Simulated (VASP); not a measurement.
# TaMo2Au2 (Cmmm) in VASP: further runs

Runs on TaMo2Au2. Level: PBE. Tasks: single point.

All numbers are computed with VASP 6.6.1; they aren't measurements. Logs are shortened: lines on timing, memory, paths and dates and some standing lists are left out, and cuts for length are marked.

## 1. The cell of the first run

The structure is orthorhombic, space group Cmmm (No. 65). The conventional cell has a = 5.393 Å, b = 8.827 Å, c = 7.521 Å, α = 90.00°, β = 90.00°, γ = 90.00°. Within 3.4 Å of Ta (site symmetry mmm) lie 4 Au at 2.59 Å and 2 Mo at 2.80 Å. Mo (site symmetry mm2) has 1 Mo at 1.92 Å within 2.5 Å. Au (site symmetry 2/m) has 2 Ta at 2.59 Å and 2 Au at 2.70 Å within 3.4 Å.

The cell was generated, and may not be a known phase.

## 2. Single point, PBE

Contents of INCAR:

```
SYSTEM = TaMo2Au2
PREC = Accurate
ENCUT = 520
EDIFF = 1E-6
ISMEAR = 0
SIGMA = 0.1
LREAL = .False.
LASPH = .True.
NELM = 80
ALGO = Fast
ISIF = 2
LWAVE = .False.
LCHARG = .False.
GGA = PE
NBANDS = 38
```

Contents of KPOINTS:

```
Automatic mesh
0
Gamma
  4 4 4
  0 0 0
```

Contents of POSCAR:

```
TaMo2Au2
1.0
    2.6963827695     -4.4134906879      0.0000000000
    2.6963827695      4.4134906879      0.0000000000
    0.0000000000      0.0000000000      7.5211762020
Ta Mo Au
1 2 2
Direct
    0.0000000000      0.0000000000      0.5000000000
    0.0000000000      0.0000000000      0.1274336336
    0.0000000000      0.0000000000      0.8725663664
    0.0000000000      0.5000000000      0.5000000000
    0.5000000000      0.0000000000      0.5000000000
```

Potentials or basis: VASP PAW PBE potentials, release 64 (Ta_pv, Mo_sv, Au).

Launch:

```
> cat potpaw_PBE.64/Ta_pv/POTCAR potpaw_PBE.64/Mo_sv/POTCAR potpaw_PBE.64/Au/POTCAR > POTCAR
> mpirun -np 1 vasp_std > vasp.out
```

OUTCAR:

```text
SYSTEM = TaMo2Au2
   PREC = Accurate
   ENCUT = 520
   EDIFF = 1E-6
   ISMEAR = 0
   LREAL = .False.
   LASPH = .True.
   NELM = 80
   ISIF = 2
   GGA = PE

 ion  position               nearest neighbor table
   1  0.000  0.000  0.500-   4 2.59   5 2.59   4 2.59   5 2.59   2 2.80   3 2.80
   2  0.000  0.000  0.127-   3 1.92   1 2.80
   3  0.000  0.000  0.873-   2 1.92   1 2.80
   4  0.000  0.500  0.500-   1 2.59   1 2.59   5 2.70   5 2.70
   5  0.500  0.000  0.500-   1 2.59   1 2.59   4 2.70   4 2.70

  LATTYP: Found a base centered orthorhombic cell.
 ALAT       =     5.3927655390
 B/A-ratio  =     1.6368190517
 C/A-ratio  =     1.3946788800

  Lattice vectors:

 A1 = (   2.6963827695,  -4.4134906879,   0.0000000000)
 A2 = (   2.6963827695,   4.4134906879,   0.0000000000)
 A3 = (   0.0000000000,   0.0000000000,   7.5211762020)

Analysis of symmetry for initial positions (statically):
=====================================================================
 Subroutine PRICEL returns:
 Original cell was already a primitive cell.

 Routine SETGRP: Setting up the symmetry group for a
 base centered orthorhombic supercell.

 Subroutine GETGRP returns: Found  8 space group operations
 (whereof  8 operations were pure point group operations)
 out of a pool of  8 trial point group operations.

The static configuration has the point symmetry D_2h.

Analysis of symmetry for dynamics (positions and initial velocities):
=====================================================================
 Subroutine PRICEL returns:
 Original cell was already a primitive cell.

 Routine SETGRP: Setting up the symmetry group for a
 base centered orthorhombic supercell.

 Subroutine GETGRP returns: Found  8 space group operations
 (whereof  8 operations were pure point group operations)
 out of a pool of  8 trial point group operations.

The dynamic configuration has the point symmetry D_2h.

 Subroutine INISYM returns: Found  8 space group operations
 (whereof  8 operations are pure point group operations),
 and found     1 'primitive' translations

----------------------------------------------------------------------------------------

                                     Primitive cell

  volume of cell :     179.0109

  direct lattice vectors                    reciprocal lattice vectors
     2.696382769 -4.413490688  0.000000000     0.185433613 -0.113289012  0.000000000
     2.696382769  4.413490688  0.000000000     0.185433613  0.113289012  0.000000000
     0.000000000  0.000000000  7.521176202     0.000000000  0.000000000  0.132957927

  length of vectors
     5.171980287  5.171980287  7.521176202     0.217301692  0.217301692  0.132957927

  position of ions in fractional coordinates (direct lattice)
     0.000000000  0.000000000  0.500000000
     0.000000000  0.000000000  0.127433634
     0.000000000  0.000000000  0.872566366
     0.000000000  0.500000000  0.500000000
     0.500000000  0.000000000  0.500000000

  ion indices of the primitive-cell ions
   primitive index   ion index
                 1           1
                 2           2
                 3           3
                 4           4
                 5           5

----------------------------------------------------------------------------------------

 KPOINTS: Automatic mesh

Automatic generation of k-mesh.
 Grid dimensions read from file:
 generate k-points for:    4    4    4

 Generating k-lattice:

  Cartesian coordinates                     Fractional coordinates (reciprocal lattice)
     0.046358403 -0.028322253  0.000000000     0.250000000  0.000000000  0.000000000
     0.046358403  0.028322253  0.000000000     0.000000000  0.250000000  0.000000000
     0.000000000  0.000000000  0.033239482     0.000000000  0.000000000  0.250000000

  Length of vectors
     0.054325423  0.054325423  0.033239482

  Shift w.r.t. Gamma in fractional coordinates (k-lattice)
     0.000000000  0.000000000  0.000000000

 Subroutine IBZKPT returns following result:
 ===========================================

 Found     21 irreducible k-points:

 Following reciprocal coordinates:
            Coordinates               Weight
  0.000000  0.000000  0.000000      1.000000
  0.250000  0.000000  0.000000      4.000000
  0.500000  0.000000  0.000000      2.000000
  0.250000  0.250000  0.000000      2.000000
  0.500000  0.250000  0.000000      4.000000
 -0.250000  0.250000  0.000000      2.000000
[... 13 lines left out ...]
 -0.250000  0.250000  0.500000      2.000000
  0.500000  0.500000  0.500000      1.000000
   k-points           NKPTS =     21   k-points in BZ     NKDIM =     21   number of bands    NBANDS=     38
   number of dos      NEDOS =    301   number of ions     NIONS =      5
   total plane-waves  NPLWV =  89600
   dimension x,y,z NGX =    40 NGY =   40 NGZ =   56
   dimension x,y,z NGXF=    80 NGYF=   80 NGZF=  112
   ions per type =               1   2   2
[... 37 lines left out ...]
   GGA     = PE    functional components
   LHFCALC =     F    Hartree Fock is set to
   AEXX    =    0.0000 exact exchange contribution
   IVDW    =     0    specifies the selected vdW correction
   LEPSILON=     F    determine dielectric tensor
   LRPA    =     F    only Hartree local field effects (RPA)
 non-spin polarized calculation
 RMM-DIIS sequential band-by-band and
 Gauss-broadening in eV      SIGMA  =   0.10
  energy-cutoff  :      520.00
  volume of cell :      179.01
 maximum number of plane-waves:      4848
 NGX is ok and might be reduce to    40
   NGX = 19   NGY = 19   NGZ = 27

 number of electron      60.9999996 magnetization

 Free energy of the ion-electron system (eV)
  ---------------------------------------------------
  ext. energy  EPLUGINS =         0.00000000
  ---------------------------------------------------
  free energy    TOTEN  =       -29.67875062 eV

  energy without entropy =      -29.66259028  energy(sigma->0) =      -29.67067045

 E-fermi :   2.2127     XC(G=0):  -8.3448

 val. band max:        2.2120295477   @ k =  -0.2500   0.2500   0.2500
 cond. band min:       2.2195007853   @ k =  -0.2500   0.2500   0.0000
 fundamental gap:      0.0074712376
 Fermi energy:         2.2127358226

 k-point     1 :       0.0000    0.0000    0.0000
  band No.  band energies     occupation
      1     -59.2559      2.00000
      2     -57.5941      2.00000
      3     -35.6174      2.00000
      4     -32.8885      2.00000
      5     -32.8601      2.00000
      6     -32.7671      2.00000
[... 30 lines left out ...]
     37       5.2696      0.00000
     38       5.4518      0.00000

 k-point     2 :       0.2500    0.0000    0.0000
  band No.  band energies     occupation
      1     -59.2559      2.00000
      2     -57.5942      2.00000
      3     -35.6174      2.00000
      4     -32.8889      2.00000
      5     -32.8605      2.00000
      6     -32.7712      2.00000
[... 30 lines left out ...]
     37       4.8117      0.00000
     38       5.3936      0.00000

 k-point     3 :       0.5000    0.0000    0.0000
  band No.  band energies     occupation
      1     -59.2559      2.00000
      2     -57.5941      2.00000
      3     -35.6174      2.00000
      4     -32.8894      2.00000
      5     -32.8609      2.00000
      6     -32.7761      2.00000
[... 30 lines left out ...]
     37       4.3617      0.00000
     38       5.5501      0.00000

 k-point     4 :       0.2500    0.2500    0.0000
  band No.  band energies     occupation
      1     -59.2559      2.00000
      2     -57.5942      2.00000
      3     -35.6174      2.00000
      4     -32.8893      2.00000
      5     -32.8609      2.00000
      6     -32.7748      2.00000
[... 30 lines left out ...]
     37       4.0467      0.00000
     38       5.5342      0.00000
[... 580 lines left out ...]
      4     -32.8809      2.00000
      5     -32.8559      2.00000
      6     -32.7887      2.00000
[... 30 lines left out ...]
     37       3.8468      0.00000
     38       5.2373      0.00000

 k-point    20 :      -0.2500    0.2500    0.5000
  band No.  band energies     occupation
      1     -59.2560      2.00000
      2     -57.5940      2.00000
      3     -35.6344      2.00000
      4     -32.8808      2.00000
      5     -32.8558      2.00000
      6     -32.7842      2.00000
[... 30 lines left out ...]
     37       3.9588      0.00000
     38       4.8970      0.00000

 k-point    21 :       0.5000    0.5000    0.5000
  band No.  band energies     occupation
      1     -59.2560      2.00000
      2     -57.5940      2.00000
      3     -35.6344      2.00000
      4     -32.8808      2.00000
      5     -32.8561      2.00000
      6     -32.7922      2.00000
[... 30 lines left out ...]
     37       3.8364      0.00000
     38       4.8378      0.00000

------------------------ aborting loop because EDIFF is reached ----------------------------------------

  FORCE on cell =-STRESS in cart. coord.  units (eV):
  Direction    XX          YY          ZZ          XY          YZ          ZX
  --------------------------------------------------------------------------------------
  -------------------------------------------------------------------------------------
  Total       -0.0887394      0.0285503      1.7495044      0.0000000      0.0000000      0.0000000
  in kB       -0.7942322      0.2555295     15.6583537      0.0000000      0.0000000      0.0000000
  external PRESSURE =       5.0398837 kB  Pullay stress =       0.0000000 kB

 VOLUME and BASIS-vectors are now :
 -----------------------------------------------------------------------------
  energy-cutoff  :      520.00
  volume of cell :      179.01
      direct lattice vectors                 reciprocal lattice vectors
     2.696382769 -4.413490688  0.000000000     0.185433613 -0.113289012  0.000000000
     2.696382769  4.413490688  0.000000000     0.185433613  0.113289012  0.000000000
     0.000000000  0.000000000  7.521176202     0.000000000  0.000000000  0.132957927

 POSITION                                       TOTAL-FORCE (eV/Angst)
 -----------------------------------------------------------------------------------
      0.00000      0.00000      3.76059         0.000000      0.000000      0.000000
      0.00000      0.00000      0.95845         0.000000      0.000000      1.004673
      0.00000      0.00000      6.56273        -0.000000      0.000000     -1.004673
      1.34819      2.20675      3.76059         0.000000      0.000000      0.000000
      1.34819     -2.20675      3.76059        -0.000000      0.000000      0.000000
 -----------------------------------------------------------------------------------
    total drift:                               -0.000000     -0.000000     -0.000000

  FREE ENERGIE OF THE ION-ELECTRON SYSTEM (eV)
  ---------------------------------------------------
  free  energy   TOTEN  =       -29.6787506157 eV

  energy  without entropy=      -29.6625902825  energy(sigma->0) =      -29.67067045
```

Run time: 2.8 min. Hardware: 1 thread of Intel Xeon Platinum 8259CL at 2.50GHz (Skylake/Cascade Lake), shared host; peak memory 0.38 GiB.

Results:

* Free energy: -29.6788 eV
* Pressure: 0.5 GPa
* Largest force: 1.005 eV/Å
* Band gap on the k mesh: zero (an odd number of electrons rules out a gap without spin polarisation)

Forces on the atoms (eV/Å):
```
Ta   0.000  0.000  0.000
Mo   0.000  0.000  1.005
Mo   0.000  0.000 -1.005
Au   0.000  0.000  0.000
Au   0.000  0.000  0.000
```

Levels at points of the mesh, in eV from the Fermi level:
| k point | band 26 | band 27 | band 28 | band 29 | band 30 | band 31 | band 32 | band 33 | band 34 | band 35 |
| --- | --- | --- | --- | --- | --- | --- | --- | --- | --- | --- |
| (0.00, 0.00, 0.00) | -0.93 | -0.72 | -0.66 | -0.47 | 0.57 | 1.18 | 1.29 | 1.40 | 1.41 | 1.84 |
| (0.50, 0.00, 0.00) | -2.48 | -1.07 | -0.75 | -0.66 | -0.54 | -0.03 | 0.79 | 0.91 | 1.43 | 1.54 |
| (0.50, 0.50, 0.00) | -2.26 | -1.42 | -1.37 | -0.72 | -0.51 | -0.50 | -0.19 | -0.16 | 1.31 | 1.58 |
| (0.00, 0.00, 0.50) | -1.79 | -0.80 | -0.70 | -0.58 | 1.00 | 1.18 | 1.27 | 1.40 | 1.81 | 1.83 |
| (0.50, 0.00, 0.50) | -2.47 | -1.23 | -1.01 | -0.52 | -0.28 | -0.11 | -0.05 | 1.19 | 1.50 | 1.53 |
| (0.50, 0.50, 0.50) | -2.43 | -1.21 | -0.86 | -0.66 | -0.50 | -0.48 | -0.44 | 0.29 | 0.37 | 1.48 |

Caveat: atoms lie so close that the PAW spheres overlap strongly, which falsifies energies and pressures; spin-orbit coupling is left out, which moves the levels of the heavy elements; forces of over 1 eV/Å act on the atoms, so gaps and moduli don't describe the material at rest.

## 3. Single point, PBE

This run uses another cell than the first one, of 21.14 Å³/atom.

Contents of INCAR:

```
PREC = Accurate
ENCUT = 520
EDIFF = 1E-7
ISMEAR = 0
SIGMA = 0.1
LREAL = False
LASPH = True
NELM = 60
ALGO = Normal
ISIF = 2
LWAVE = False
LCHARG = False
GGA = PE
NBANDS = 38
```

Contents of KPOINTS:

```
regular mesh
0
Gamma
  6 6 2
```

Contents of POSCAR:

```
TaMo2Au2
1.0
    2.0445155100     -3.3934852700      0.0000000000
    2.0445155100      3.3934852700      0.0000000000
    0.0000000000      0.0000000000      7.6191471800
Ta Mo Au
1 2 2
Direct
    0.0000000000      0.0000000000      0.5000000000
    0.0000000000      0.0000000000      0.1281477700
    0.0000000000      0.0000000000      0.8718522300
    0.0000000000      0.5000000000      0.5000000000
    0.5000000000      0.0000000000      0.5000000000
```

Potentials or basis: VASP PAW PBE potentials, release 64 (Ta_pv, Mo_sv, Au).

Launch:

```
> cat potpaw_PBE.64/Ta_pv/POTCAR potpaw_PBE.64/Mo_sv/POTCAR potpaw_PBE.64/Au/POTCAR > POTCAR
> mpirun -np 1 vasp_std > vasp.out
```

Run time: 1.9 min. Hardware: 1 thread of Intel Xeon Platinum 8259CL at 2.50GHz (Skylake/Cascade Lake), shared host; peak memory 0.28 GiB.

The run converged. Its results:

```
Free energy            : -3.3223 eV
Pressure               : 135.1 GPa
Largest force          : 1.182 eV/Å
Band gap on the k mesh : zero (an odd number of electrons rules out a gap without spin polarisation)
```

Forces on the atoms (eV/Å):
```
Ta   0.000  0.000  0.000
Mo   0.000  0.000  1.182
Mo   0.000  0.000 -1.182
Au   0.000  0.000  0.000
Au   0.000  0.000  0.000
```

Stress tensor (GPa, compression positive):
```
204.62   0.00   0.00
  0.00 197.15   0.00
  0.00   0.00   3.41
```

Levels at points of the mesh, in eV from the Fermi level:
| k point | band 29 | band 30 | band 31 | band 32 | band 33 | band 34 |
| --- | --- | --- | --- | --- | --- | --- |
| (0.00, 0.00, 0.00) | -1.27 | 0.42 | 0.65 | 1.22 | 1.93 | 2.52 |
| (0.50, 0.00, 0.00) | -0.58 | -0.40 | -0.30 | 0.51 | 1.23 | 1.35 |
| (0.50, 0.50, 0.00) | -1.82 | -1.01 | -0.91 | -0.26 | -0.08 | 0.01 |
| (0.00, 0.00, 0.50) | -0.27 | 0.02 | 0.60 | 0.70 | 0.92 | 2.01 |
| (0.50, 0.00, 0.50) | -1.21 | -0.36 | 0.01 | 0.31 | 0.75 | 1.13 |
| (0.50, 0.50, 0.50) | -2.20 | -0.91 | -0.88 | -0.77 | -0.29 | 0.09 |

Caveat: the k points lie up to 0.41 Å⁻¹ apart, too coarse for converged energies and pressures of a metal; atoms lie so close that the PAW spheres overlap strongly, which falsifies energies and pressures; spin-orbit coupling is left out, which moves the levels of the heavy elements; forces of over 1 eV/Å act on the atoms, so gaps and moduli don't describe the material at rest.

## 4. Single point, PBE

This run uses another cell than the first one, of 35.48 Å³/atom.

Contents of INCAR:

```
  PREC = Accurate
  ENCUT = 520
  EDIFF = 1E-6
  ISMEAR = 0
  SIGMA = 0.1
  LREAL = False
  LASPH = True
  NELM = 80
  ALGO = Fast
  ISIF = 2
  LWAVE = False
  LCHARG = False
  GGA = PE
  NBANDS = 38
```

Contents of KPOINTS:

```
Automatic mesh
0
Gamma
  6 6 2
```

Contents of POSCAR:

```
TaMo2Au2
1.0
    2.6974415347     -4.4450690353      0.0000000000
    2.6974415347      4.4450690353      0.0000000000
    0.0000000000      0.0000000000      7.3969580575
Ta Mo Au
1 2 2
Direct
    0.0000000000      0.0000000000      0.5000000000
    0.0000000000      0.0000000000      0.1314375124
    0.0000000000      0.0000000000      0.8685624876
    0.0000000000      0.5000000000      0.5000000000
    0.5000000000      0.0000000000      0.5000000000
```

Launch:

```
> cat potpaw_PBE.64/Ta_pv/POTCAR potpaw_PBE.64/Mo_sv/POTCAR potpaw_PBE.64/Au/POTCAR > POTCAR
> mpirun -np 1 vasp_std > vasp.out
```

It took 4 min on 1 thread of Intel Xeon Platinum 8259CL at 2.50GHz (Skylake/Cascade Lake), shared host; peak memory 0.4 GiB.

The run converged. Its results:

```yaml
Free_energy: -29.8048 eV
Pressure: 0.4 GPa
Largest_force: 0.923 eV/Å
Band_gap_on_the_k_mesh: zero (an odd number of electrons rules out a gap without spin polarisation)
```

Forces on the atoms (eV/Å):
```
Ta   0.000  0.000  0.000
Mo   0.000  0.000  0.923
Mo   0.000  0.000 -0.923
Au   0.000  0.000  0.000
Au   0.000  0.000  0.000
```

Stress tensor (GPa, compression positive):
```
-0.11  0.00  0.00
 0.00  0.03  0.00
 0.00  0.00  1.42
```

Levels at points of the mesh, in eV from the Fermi level:
```
           k point  band 27  band 28  band 29  band 30  band 31  band 32  band 33  band 34
(0.00, 0.00, 0.00)    -0.67    -0.62    -0.41     0.42     1.01     1.20     1.32     1.43
(0.50, 0.00, 0.00)    -1.09    -0.84    -0.57    -0.51     0.04     0.64     0.89     1.41
(0.50, 0.50, 0.00)    -1.46    -1.43    -0.75    -0.62    -0.42    -0.11    -0.10     1.24
(0.00, 0.00, 0.50)    -0.77    -0.68    -0.63     0.96     1.06     1.16     1.41     1.68
(0.50, 0.00, 0.50)    -1.25    -0.99    -0.49    -0.31    -0.08    -0.03     1.09     1.38
(0.50, 0.50, 0.50)    -1.20    -0.83    -0.61    -0.54    -0.46    -0.45     0.30     0.43
```

Caveat: the k points lie up to 0.42 Å⁻¹ apart, too coarse for converged energies and pressures of a metal; atoms lie so close that the PAW spheres overlap strongly, which falsifies energies and pressures; spin-orbit coupling is left out, which moves the levels of the heavy elements.

## 5. The runs side by side

```tsv
cell	k mesh	gap on the mesh (eV)	pressure (GPa)	largest force (eV/Å)
a = 5.172, b = 5.172, c = 7.521 Å, angles 90.0, 90.0, 117.2°, 5 atoms, atomic positions A	4 × 4 × 4	none	0.5	1.00
a = 3.962, b = 3.962, c = 7.619 Å, angles 90.0, 90.0, 117.9°, 5 atoms, atomic positions B	6 × 6 × 2	none	135.1	1.18
a = 5.200, b = 5.200, c = 7.397 Å, angles 90.0, 90.0, 117.5°, 5 atoms, atomic positions C	6 × 6 × 2	none	0.4	0.92
```

Alike in all rows: task single point; level PBE; potentials or basis VASP PAW PBE potentials, release 64 (Ta_pv, Mo_sv, Au); no spin polarisation; cutoff (eV) 520; smearing gaussian 0.1 eV.

Caveats: some runs use coarse meshes; atoms lie so close that the PAW spheres overlap strongly, which falsifies energies and pressures; spin-orbit coupling is left out, which moves the levels of the heavy elements; forces of over 1 eV/Å act on the atoms, so gaps and moduli don't describe the material at rest (at least some runs).

Absolute energies hang on the potentials; compare differences alone.

The gap in the log of VASP goes by the Fermi energy; the results here count the filled bands.